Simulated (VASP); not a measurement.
Write the native input for VASP 6.6.1 that does the following.

```
Task                   : relaxation of cell and atoms
Functional             : PBEsol
Potentials or basis    : VASP PAW PBE potentials, release 64 (In_d)
Cutoff                 : 600 eV
k mesh                 : 9 × 9 × 5
Occupations            : fermi-dirac, width 0.05 eV
Spin                   : no spin polarisation
Target pressure        : 20 GPa
Dipole correction      : no
Further INCAR settings : ALGO = Fast; EDIFF = 1e-07; IBRION = 2; EDIFFG = -0.01; NSW = 60; ISIF = 3
```

The structure of In lies in POSCAR:

```
In
1.0
    3.3354847820      0.0000000000      0.0000000000
   -1.6677423910      2.8886145552      0.0000000000
    0.0000000000      0.0000000000      5.5091429200
In
2
Direct
    0.6666666667      0.3333333333      0.7500000000
    0.3333333333      0.6666666667      0.2500000000
```

The input as run:

INCAR

```
SYSTEM = In
PREC = Accurate
ENCUT = 600
EDIFF = 1E-7
ISMEAR = -1
SIGMA = 0.05
LREAL = .FALSE.
LASPH = .TRUE.
NELM = 60
ALGO = Fast
ISIF = 3
LWAVE = .FALSE.
LCHARG = .FALSE.
GGA = PS
IBRION = 2
NSW = 60
EDIFFG = -0.01
PSTRESS = 200.0
```

KPOINTS

```
Automatic mesh
0
G
  9 9 5
  0 0 0
```

Potentials or basis: VASP PAW PBE potentials, release 64 (In_d).

The run is started by

```bash
$ cat potpaw_PBE.64/In_d/POTCAR > POTCAR
$ mpirun -np 1 vasp_std > vasp.out
```

It gave:

The relaxed volume is 20.13 Å³/atom, the relaxed cell is a = 3.057 Å, b = 3.057 Å, c = 4.972 Å, α = 90.00°, β = 90.00°, γ = 120.00° and the space group after relaxing (to 0.05 Å) is P6_3/mmc (No. 194). The energy change on relaxing (the enthalpy is what falls) is +263.7 meV/atom, the ionic steps are 10 and the pressure after relaxing is 20.0 GPa. The band gap on the k mesh is zero (band 13 reaches 13.78 eV, above the bottom of band 14 at 8.44 eV).

Caveat: the cell is relaxed towards a set pressure, so the enthalpy falls and the energy may rise; the volume moved by over 15 % at a fixed basis, so the end points are rough; the PAW data sets were made with another functional, which shifts forces and pressure a little; spin-orbit coupling is left out, which moves the levels of the heavy elements.

Run time: 3.2 min on 1 thread of Intel(R) Xeon(R) 6975P-C (Granite Rapids), on a shared host, peak memory 0.21 GiB.
